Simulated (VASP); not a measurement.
# MnO2 (Fm-3m) in VASP: single point with LDA+U

Aim: the single point of MnO2 with LDA+U.

Program: VASP 6.6.1. These are calculated values, not measurements. Logs are shortened: lines on timing, memory, paths and dates and some standing lists are left out, and cuts for length are marked.

## 1. The cell of the first run

The structure is cubic, space group Fm-3m (No. 225). The conventional cell has a = 4.626 Å, b = 4.626 Å, c = 4.626 Å, α = 90.00°, β = 90.00°, γ = 90.00°. Within 2.7 Å of Mn (site symmetry m-3m) lie 8 O at 2.00 Å. O (site symmetry -43m) has 4 Mn at 2.00 Å and 6 O at 2.31 Å within 2.7 Å.

## 2. Single point, LDA+U, collinear spin, ferromagnetic start

The input, INCAR:

```
ALGO = Normal ; EDIFF = 1E-6
ENCUT = 520 ; GGA = CA
ISIF = 2 ; ISMEAR = 0
ISPIN = 2 ; LASPH = True
LCHARG = False ; LDAU = True
LDAUJ = 0 0 ; LDAUL = 2 -1
LDAUPRINT = 1 ; LDAUTYPE = 2
LDAUU = 4 0 ; LMAXMIX = 4
LORBIT = 11 ; LREAL = False
LWAVE = False ; MAGMOM = 3 0 0
NBANDS = 24 ; NELM = 150
PREC = Accurate ; SIGMA = 0.05
```

The input, KPOINTS:

```
k-points
0
Gamma
  7 7 7
```

The input, POSCAR:

```
MnO2
1.0
    0.0000000000      2.3128744900      2.3128744900
    2.3128744900      0.0000000000      2.3128744900
    2.3128744900      2.3128744900      0.0000000000
Mn O
1 2
Direct
    0.0000000000      0.0000000000      0.0000000000
    0.2500000000      0.2500000000      0.2500000000
    0.7500000000      0.7500000000      0.7500000000
```

Potentials or basis: VASP PAW LDA potentials, release 64 (Mn_pv, O).

Launch:

```
$ cat potpaw_LDA.64/Mn_pv/POTCAR potpaw_LDA.64/O/POTCAR > POTCAR
$ mpirun -np 1 vasp_std > vasp.out
```

OUTCAR:

```text
EDIFF = 1E-6
   ENCUT = 520
   GGA = CA
   ISIF = 2
   ISMEAR = 0
   ISPIN = 2
   LASPH = True
   LORBIT = 11
   LREAL = False
   NELM = 150
   PREC = Accurate

 ion  position               nearest neighbor table
   1  0.000  0.000  0.000-   3 2.00   3 2.00   3 2.00   2 2.00   2 2.00   2 2.00   3 2.00   2 2.00

   2  0.250  0.250  0.250-   1 2.00   1 2.00   1 2.00   1 2.00
   3  0.750  0.750  0.750-   1 2.00   1 2.00   1 2.00   1 2.00

  LATTYP: Found a face centered cubic cell.
 ALAT       =     4.6257489800

  Lattice vectors:

 A1 = (   0.0000000000,   2.3128744900,   2.3128744900)
 A2 = (   2.3128744900,   0.0000000000,   2.3128744900)
 A3 = (   2.3128744900,   2.3128744900,   0.0000000000)

Analysis of symmetry for initial positions (statically):
=====================================================================
 Subroutine PRICEL returns:
 Original cell was already a primitive cell.

 Routine SETGRP: Setting up the symmetry group for a
 face centered cubic supercell.

 Subroutine GETGRP returns: Found 48 space group operations
 (whereof 48 operations were pure point group operations)
 out of a pool of 48 trial point group operations.

The static configuration has the point symmetry O_h .

Analysis of symmetry for dynamics (positions and initial velocities):
=====================================================================
 Subroutine PRICEL returns:
 Original cell was already a primitive cell.

 Routine SETGRP: Setting up the symmetry group for a
 face centered cubic supercell.

 Subroutine GETGRP returns: Found 48 space group operations
 (whereof 48 operations were pure point group operations)
 out of a pool of 48 trial point group operations.

The dynamic configuration has the point symmetry O_h .

Analysis of structural, dynamic, and magnetic symmetry:
=====================================================================
 Subroutine PRICEL returns:
 Original cell was already a primitive cell.

 Routine SETGRP: Setting up the symmetry group for a
 face centered cubic supercell.

 Subroutine GETGRP returns: Found 48 space group operations
 (whereof 48 operations were pure point group operations)
 out of a pool of 48 trial point group operations.

The overall configuration has the point symmetry O_h .

 Subroutine INISYM returns: Found 48 space group operations
 (whereof 48 operations are pure point group operations),
 and found     1 'primitive' translations

----------------------------------------------------------------------------------------

                                     Primitive cell

  volume of cell :      24.7449

  direct lattice vectors                    reciprocal lattice vectors
     0.000000000  2.312874490  2.312874490    -0.216181207  0.216181207  0.216181207
     2.312874490  0.000000000  2.312874490     0.216181207 -0.216181207  0.216181207
     2.312874490  2.312874490  0.000000000     0.216181207  0.216181207 -0.216181207

  length of vectors
     3.270898472  3.270898472  3.270898472     0.374436835  0.374436835  0.374436835

  position of ions in fractional coordinates (direct lattice)
     0.000000000  0.000000000  0.000000000
     0.250000000  0.250000000  0.250000000
     0.750000000  0.750000000  0.750000000

  ion indices of the primitive-cell ions
   primitive index   ion index
                 1           1
                 2           2
                 3           3

[... 72 lines left out ...]
   ISIF   =      2    stress and relaxation
   ISYM   =      2    0-nonsym 1-usesym 2-fastsym
   POTIM  = 0.5000    time-step for ionic-motion
   TEBEG  =    0.0;   TEEND  =   0.0 temperature during run
   PSTRESS=    0.0 pullay stress
   NELECT =      25.0000    total number of electrons
   NUPDOWN=      -1.0000    fix difference up-down
   EMIN   =  10.00;   EMAX   =-10.00  energy-range for DOS
   EFERMI =   0.00;   METHOD = LEGACY
   ISMEAR =     0;   SIGMA  =   0.05  broadening in eV -4-tet -1-fermi 0-gaus
   EFERMI_NEDOS =   21; number of points for ismear=-14 and -15
   IALGO  =     38    algorithm
   IMIX   =      4    mixing-type and parameters
     AMIX     =   0.40;   BMIX     =  1.00
     AMIX_MAG =   1.60;   BMIX_MAG =  1.00
  volume/ion in A,a.u.               =       8.25        55.66
  Fermi-wavevector in a.u.,A,eV,Ry     =   1.642704  3.104261 36.715021  2.698478
  Thomas-Fermi vector in A             =   2.732962
   LORBIT       =     11    0 simple, 1 ext, 2 COOP (PROOUT), +10 PAW based schemes
 LDA+U is selected, type is set to LDAUTYPE =  2
   angular momentum for each species LDAUL =     2   -1
   U (eV)           for each species LDAUU =   4.0  0.0
   J (eV)           for each species LDAUJ =   0.0  0.0
   GGA     = CA    functional components
   LHFCALC =     F    Hartree Fock is set to
   AEXX    =    0.0000 exact exchange contribution
   IVDW    =     0    specifies the selected vdW correction
   LEPSILON=     F    determine dielectric tensor
   LRPA    =     F    only Hartree local field effects (RPA)
 spin polarized calculation
 Gauss-broadening in eV      SIGMA  =   0.05
  energy-cutoff  :      520.00
  volume of cell :       24.74
 maximum number of plane-waves:       674
   NGX = 13   NGY = 13   NGZ = 13

atom =   1  type =  1  l = 2

 onsite density matrix

spin component  1

  0.7623 -0.0000 -0.0000 -0.0000  0.0000
 -0.0000  0.7623  0.0000  0.0000  0.0000
 -0.0000  0.0000  0.9461  0.0000 -0.0000
 -0.0000  0.0000  0.0000  0.7623 -0.0000
  0.0000  0.0000 -0.0000 -0.0000  0.9461

spin component  2

  0.2119 -0.0000  0.0000  0.0000 -0.0000
 -0.0000  0.2119 -0.0000 -0.0000 -0.0000
  0.0000 -0.0000  0.0445 -0.0000 -0.0000
  0.0000 -0.0000 -0.0000  0.2119  0.0000
 -0.0000 -0.0000 -0.0000  0.0000  0.0445

 occupancies and eigenvectors

  o =  0.0445  v =  0.0000  0.0000  0.0000  0.0000  0.0000  0.0000  0.0000  0.0186  0.0000  0.9998      0.0000  0.0000  0.0000  0.0000  0.0000  0.0000  0.0000  0.0000  0.0000  0.0000
  o =  0.0445  v =  0.0000  0.0000  0.0000  0.0000  0.0000 -0.0000 -0.0000  0.9998 -0.0000 -0.0186      0.0000  0.0000  0.0000  0.0000  0.0000  0.0000  0.0000  0.0000  0.0000  0.0000
  o =  0.2119  v =  0.0000  0.0000  0.0000  0.0000  0.0000  0.0895 -0.0107 -0.0000 -0.9959 -0.0000      0.0000  0.0000  0.0000  0.0000  0.0000  0.0000  0.0000  0.0000  0.0000  0.0000
  o =  0.2119  v =  0.0000  0.0000  0.0000  0.0000  0.0000 -0.3106 -0.9504 -0.0000 -0.0177  0.0000      0.0000  0.0000  0.0000  0.0000  0.0000  0.0000  0.0000  0.0000  0.0000  0.0000
  o =  0.2119  v =  0.0000  0.0000  0.0000  0.0000  0.0000 -0.9463  0.3109  0.0000 -0.0884 -0.0000      0.0000  0.0000  0.0000  0.0000  0.0000  0.0000  0.0000  0.0000  0.0000  0.0000
  o =  0.7623  v =  0.0000 -0.1938  0.0000 -0.9810  0.0000  0.0000  0.0000  0.0000  0.0000  0.0000      0.0000  0.0000  0.0000  0.0000  0.0000  0.0000  0.0000  0.0000  0.0000  0.0000
  o =  0.7623  v =  0.0000  0.9810  0.0000 -0.1938 -0.0000  0.0000  0.0000  0.0000  0.0000  0.0000      0.0000  0.0000  0.0000  0.0000  0.0000  0.0000  0.0000  0.0000  0.0000  0.0000
  o =  0.7623  v =  1.0000  0.0000  0.0000  0.0000  0.0000  0.0000  0.0000  0.0000  0.0000  0.0000      0.0000  0.0000  0.0000  0.0000  0.0000  0.0000  0.0000  0.0000  0.0000  0.0000
  o =  0.9461  v =  0.0000  0.0000  0.3980  0.0000  0.9174  0.0000  0.0000  0.0000  0.0000  0.0000      0.0000  0.0000  0.0000  0.0000  0.0000  0.0000  0.0000  0.0000  0.0000  0.0000
  o =  0.9461  v =  0.0000 -0.0000 -0.9174 -0.0000  0.3980  0.0000  0.0000  0.0000  0.0000  0.0000      0.0000  0.0000  0.0000  0.0000  0.0000  0.0000  0.0000  0.0000  0.0000  0.0000

 number of electron      25.0000008 magnetization       2.9998736

 Free energy of the ion-electron system (eV)
  ---------------------------------------------------
  ext. energy  EPLUGINS =         0.00000000
  ---------------------------------------------------
  free energy    TOTEN  =       -22.33979948 eV

  energy without entropy =      -22.33796849  energy(sigma->0) =      -22.33888399

 E-fermi :   7.5669     XC(G=0): -13.3721

 val. band max:        7.5517813280   @ k =   0.4286   0.2857   0.0000
 cond. band min:       7.5923253457   @ k =  -0.4286   0.4286   0.1429
 fundamental gap:      0.0405440177
 Fermi energy:         7.5669347867

 spin component 1

 k-point     1 :       0.0000    0.0000    0.0000
  band No.  band energies     occupation
      1     -43.0175      1.00000
      2     -43.0175      1.00000
      3     -43.0175      1.00000
      4     -13.5764      1.00000
      5      -8.3055      1.00000
      6      -0.6146      1.00000
[... 529 lines left out ...]
     23      30.2705      0.00000
     24      30.8291      0.00000
 Fermi energy:         7.5669347867

 spin component 2

 k-point     1 :       0.0000    0.0000    0.0000
  band No.  band energies     occupation
      1     -39.4715      1.00000
      2     -39.4715      1.00000
      3     -39.4715      1.00000
      4     -13.7974      1.00000
      5      -8.7759      1.00000
      6       0.7462      1.00000
[... 529 lines left out ...]
     23      30.4893      0.00000
     24      31.1129      0.00000

------------------------ aborting loop because EDIFF is reached ----------------------------------------

  FORCE on cell =-STRESS in cart. coord.  units (eV):
  Direction    XX          YY          ZZ          XY          YZ          ZX
  --------------------------------------------------------------------------------------
  -------------------------------------------------------------------------------------
  Total        2.6530345      2.6530345      2.6530345     -0.0000000      0.0000000     -0.0000000
  in kB      171.7779019    171.7779019    171.7779019     -0.0000000      0.0000000     -0.0000000
  external PRESSURE =     171.7779019 kB  Pullay stress =       0.0000000 kB

 VOLUME and BASIS-vectors are now :
 -----------------------------------------------------------------------------
  energy-cutoff  :      520.00
  volume of cell :       24.74
      direct lattice vectors                 reciprocal lattice vectors
     0.000000000  2.312874490  2.312874490    -0.216181207  0.216181207  0.216181207
     2.312874490  0.000000000  2.312874490     0.216181207 -0.216181207  0.216181207
     2.312874490  2.312874490  0.000000000     0.216181207  0.216181207 -0.216181207

 POSITION                                       TOTAL-FORCE (eV/Angst)
 -----------------------------------------------------------------------------------
      0.00000      0.00000      0.00000         0.000000      0.000000     -0.000000
      1.15644      1.15644      1.15644        -0.000000     -0.000000     -0.000000
      3.46931      3.46931      3.46931         0.000000      0.000000      0.000000
 -----------------------------------------------------------------------------------
    total drift:                               -0.000000      0.000000      0.000000

  FREE ENERGIE OF THE ION-ELECTRON SYSTEM (eV)
  ---------------------------------------------------
  free  energy   TOTEN  =       -22.3397994788 eV

  energy  without entropy=      -22.3379684923  energy(sigma->0) =      -22.33888399

 total charge

# of ion       s       p       d       tot
------------------------------------------
    1        0.312   6.400   4.873  11.585
    2        1.594   3.402   0.000   4.996
    3        1.594   3.402   0.000   4.996
--------------------------------------------------
tot          3.499  13.204   4.873  21.576

 magnetization (x)

# of ion       s       p       d       tot
------------------------------------------
    1        0.025   0.044   3.451   3.520
    2        0.014  -0.290   0.000  -0.276
    3        0.014  -0.290   0.000  -0.276
--------------------------------------------------
tot          0.052  -0.536   3.451   2.968
```

It took 13 s on 1 thread of Intel Xeon 6975P-C (Granite Rapids), shared host; peak memory 0.14 GiB.

Results:

```yaml
Free_energy: -22.3398 eV
Pressure: 17.2 GPa
Band_gap_on_the_k_mesh: zero (filled and empty bands overlap)
Net_moment: 3.00 μB per cell
Site_moments: Mn +3.52; O -0.28 μB
Valence_electrons_inside_the_program's_atomic_spheres: Mn 11.59; O 5.00
```

Eigenvalues of the final occupation matrices:
| site | spin | trace | eigenvalues |
| --- | --- | --- | --- |
| site 1 d | 1 | 4.18 | 0.76 0.76 0.76 0.95 0.95 |
| site 1 d | 2 | 0.72 | 0.04 0.04 0.21 0.21 0.21 |

Caveat: a cell with one magnetic atom can't hold antiferromagnetic order, which such compounds often take. The state reached can hang on the start; a lower one may exist.
